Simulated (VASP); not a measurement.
PbS:

```
CELL_PARAMETERS angstrom
2.07995 -5.99130 0.00000
2.07995 5.99130 0.00000
0.00000 0.00000 4.27932
ATOMIC_POSITIONS crystal
Pb 0.13056 0.86944 0.25000
Pb 0.86944 0.13056 0.75000
S 0.35480 0.64520 0.25000
S 0.64520 0.35480 0.75000
```

Base run:

```yaml
Program: VASP 6.6.1
Functional: r2SCAN
Potentials_or_basis: VASP PAW PBE potentials, release 64 (Pb_d, S)
Cutoff: 520 eV
k_mesh: 7 × 7 × 6
Occupations: fermi-dirac, width 0.05 eV
Spin: no spin polarisation
```

Its results: band gap on the k mesh 1.53 eV, indirect (least direct gap 1.79 eV); pressure -0.1 GPa; largest force 0.027 eV/Å.

Question: After a change of settings the same cell gave: band gap on the k mesh 1.30 eV, indirect (least direct gap 1.49 eV); pressure 0.0 GPa; largest force 0.269 eV/Å. Which change was it?
A. functional from r2SCAN to BLYP; dispersion from none to D3(BJ)
B. functional from r2SCAN to RPBE; further incar settings from ALGO = Normal; EDIFF = 1e-06; NBANDS = 28 to ALGO = Normal; EDIFF = 1e-07; NBANDS = 28
C. functional from r2SCAN to PBEsol-based global hybrid; k mesh from 7 × 7 × 6 to 4 × 4 × 3
D. functional from r2SCAN to PBE; occupations from fermi-dirac, width 0.05 eV to gaussian, width 0.012 eV

Answer: A.

Caveats: the PAW data sets were made with another functional, which shifts forces and pressure a little; spin-orbit coupling is left out, which moves the levels of the heavy elements.
